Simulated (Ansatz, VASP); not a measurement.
## La3Tl: VASP beside Ansatz

```
La Tl
1.0
     5.06000    0.00000    0.00000
     0.00000    5.06000    0.00000
     0.00000    0.00000    5.00940
La Tl
3 1
Direct
  0.00000 0.50000 0.50000
  0.50000 0.00000 0.50000
  0.50000 0.50000 0.00000
  0.00000 0.00000 0.00000
```

Change from the starting cell: zz strain of -1 %.

Alike in both runs: task single point; functional LDA; k mesh 8 × 8 × 8; occupations fermi-dirac, width 0.08 eV; no spin polarisation.

```csv
,VASP,Ansatz
version,VASP 6.6.1,Ansatz 0.2.0
potentials or method,"VASP PAW LDA potentials, release 64 (La, Tl_d), cutoff 520 eV","all-electron LAPW, scalar-relativistic"
```

```csv
,VASP,Ansatz,Ansatz less VASP
pressure (GPa),-3.3,-3.3,+0.05
"traceless stress, the component that is largest in VASP (GPa)",0.17,0.17,0.000
```

LDA's correlation is that of Perdew and Zunger in VASP and of Perdew and Wang (1992) in Ansatz. Ansatz ran all-electron here, and VASP with PAW potentials.

Spin-orbit coupling is off throughout.
